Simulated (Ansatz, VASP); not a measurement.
# BaTe in VASP and in Ansatz

File POSCAR:

```
BaTe
1.0
    6.0329878242      0.0000000000      0.0000000000
   -3.0164939121      5.2247207165      0.0000000000
    0.0000000000      0.0000000000      7.0715003476
Ba Te
2 2
Direct
    0.3333333333      0.6666666667      0.2500000000
    0.6666666667      0.3333333333      0.7500000000
    0.6666666667      0.3333333333      0.2500000000
    0.3333333333      0.6666666667      0.7500000000
```

File INCAR.step1:

```
SYSTEM = BaTe
  ALGO = Normal
  EDIFF = 1E-4
  ENCUT = 520
  GGA = PE
  ISMEAR = 0
  LASPH = .True.
  LCHARG = .False.
  LREAL = .False.
  LWAVE = .True.
  NBANDS = 24
  NELM = 80
  PREC = Accurate
  SIGMA = 0.01
```

INCAR.step2

```
SYSTEM = BaTe
  ALGO = Normal
  EDIFF = 1E-6
  ENCUT = 520
  ISIF = 2
  ISMEAR = 0
  ISTART = 1
  LASPH = .True.
  LCHARG = .False.
  LMIXTAU = .True.
  LREAL = .False.
  LWAVE = .False.
  METAGGA = R2SCAN
  NBANDS = 24
  NELM = 80
  PREC = Accurate
  SIGMA = 0.01
```

The input KPOINTS:

```
k-points
0
Gamma
  6 6 4
  0 0 0
```

Input for Ansatz:

```yaml
crystal:
  lattice:
    - [6.0329878242, 0.0, 0.0]
    - [-3.0164939121, 5.2247207165, 0.0]
    - [0.0, 0.0, 7.0715003476]
  atoms:
    - { symbol: Ba, position: [0.3333333333, 0.6666666667, 0.25] }
    - { symbol: Ba, position: [0.6666666667, 0.3333333333, 0.75] }
    - { symbol: Te, position: [0.6666666667, 0.3333333333, 0.25] }
    - { symbol: Te, position: [0.3333333333, 0.6666666667, 0.75] }
kpoints:
  mp_grid: { grid: [6, 6, 4] }
hamiltonian:
  xc: r2scan
scf:
  occupations: { method: fixed }
  n_extra_bands: 5
output:
  forces: true
  stress: true
  eigenvalues: true
```

Alike in both runs: task single point; functional r2SCAN; k mesh 6 × 6 × 4; no spin polarisation.

|  | VASP | Ansatz |
| --- | --- | --- |
| version | VASP 6.6.1 | Ansatz 0.2.0 |
| potentials or method | VASP PAW PBE potentials, release 64 (Ba_sv, Te) | plane waves, PAW |
| plane-wave cutoff (eV) | 520 | 500 |
| occupations | gaussian, width 0.01 eV | fixed |
| valence electrons in the cell | 32 | 52 |

Ansatz gave:

| Quantity | Value |
| --- | --- |
| gap on the k mesh at the Fermi level (eV) | 2.35 |
| pressure (GPa) | -0.7 |
| traceless stress, the component that is largest in VASP (GPa) | -0.07 |

Task: Which values does VASP return?

Result: gap on the k mesh at the Fermi level (eV): 2.29; pressure (GPa): -0.5; traceless stress, the component that is largest in VASP (GPa): -0.01.

VASP's potentials were made for PBE, not for r2SCAN. VASP's potentials hold 32 valence electrons a cell and Ansatz's 52, so a difference there can come from the potentials and not from the codes.

Neither program's run includes spin-orbit coupling.
